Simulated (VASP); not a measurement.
Set up this calculation in VASP 6.6.1, as the native input.

```yaml
Task: single point
Functional: PBE
Potentials_or_basis: VASP PAW PBE potentials, release 64 (Ga_d, N)
Cutoff: 600 eV
k_mesh: 4 × 4 × 4
Occupations: gaussian, width 0.02 eV
Spin: no spin polarisation
Dipole_correction: no
Further_INCAR_settings: ALGO = Normal; EDIFF = 1e-06; NBANDS = 16
```

The structure of GaN (series) lies in POSCAR:

```
GaN
1.0
    0.0000000000      2.2535006075      2.2535006075
    2.2535006075      0.0000000000      2.2535006075
    2.2535006075      2.2535006075      0.0000000000
Ga N
1 1
Direct
    0.0000000000      0.0000000000      0.0000000000
    0.7500000000      0.7500000000      0.7500000000
```

These files were run (other wordings do the same):

INCAR

```
SYSTEM = GaN
PREC = Accurate
ENCUT = 600
EDIFF = 1E-6
ISMEAR = 0
SIGMA = 0.02
LREAL = .FALSE.
LASPH = .TRUE.
NELM = 120
ALGO = Normal
ISIF = 2
LWAVE = .FALSE.
LCHARG = .FALSE.
GGA = PE
NBANDS = 16
GGA_COMPAT = .FALSE.
```

KPOINTS

```
Automatic mesh
0
G
  4 4 4
  0 0 0
```

Potentials or basis: VASP PAW PBE potentials, release 64 (Ga_d, N).

Run with:

```console
$ cat potpaw_PBE.64/Ga_d/POTCAR potpaw_PBE.64/N/POTCAR > POTCAR
$ mpirun -np 1 vasp_std > vasp.out
```

Results of the run:

```
Pressure               : 4.9 GPa
Band gap on the k mesh : 1.70 eV, direct
```

Caveat: the k points lie up to 0.60 Å⁻¹ apart.

Run time: 4.9 s on 1 thread of Intel(R) Xeon(R) Platinum 8559C (Emerald Rapids) (shared host), peak memory 0.15 GiB.
